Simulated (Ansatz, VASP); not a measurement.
**Two plane-wave programs on LaHfF5**

```xyz
7
Lattice="3.8123 0.0000 0.0000 0.0000 3.8123 0.0000 0.0000 0.0000 6.7413" Properties=species:S:1:pos:R:3 pbc="T T T"
La    0.0000    0.0000    3.3706
Hf    1.9062    1.9062    0.0000
F     0.0000    1.9062    1.9924
F     0.0000    1.9062    4.7489
F     1.9062    0.0000    1.9924
F     1.9062    0.0000    4.7489
F     0.0000    0.0000    0.0000
```

Change from the starting cell: species swapped into the SiSnPt5 type (P4/mmm, No. 123).

Alike in both runs: task single point; functional PBE; k mesh 4 × 4 × 4; occupations gaussian, width 0.1 eV; no spin polarisation.

|  | VASP | Ansatz |
| --- | --- | --- |
| version | VASP 6.6.1 | Ansatz 0.2.0 |
| potentials or method | VASP PAW PBE potentials, release 64 (La, Hf_pv, F), cutoff 520 eV | scalar-relativistic, plane waves, PAW |
| valence electrons in the cell | 56 | 72 |

VASP gave:

```
gap on the k mesh at the Fermi level (eV)                     : none
pressure (GPa)                                                : 3.2
traceless stress, the component that is largest in VASP (GPa) : -0.66
rms of the force components (eV/Å)                            : 0.309
```

Q: Estimate Ansatz's values.

A: gap on the k mesh at the Fermi level (eV): none; pressure (GPa): 4.0; traceless stress, the component that is largest in VASP (GPa): -0.59; rms of the force components (eV/Å): 0.306.

Atom by atom the forces differ by 0.003 eV/Å (rms over components). A gap of «none» marks a metal or a gap that the smearing closes. VASP's potentials hold 56 valence electrons a cell and Ansatz's 72, so a difference there can come from the potentials and not from the codes.

The k mesh is coarse, so the values compare programs but aren't converged. Spin-orbit coupling is off throughout.
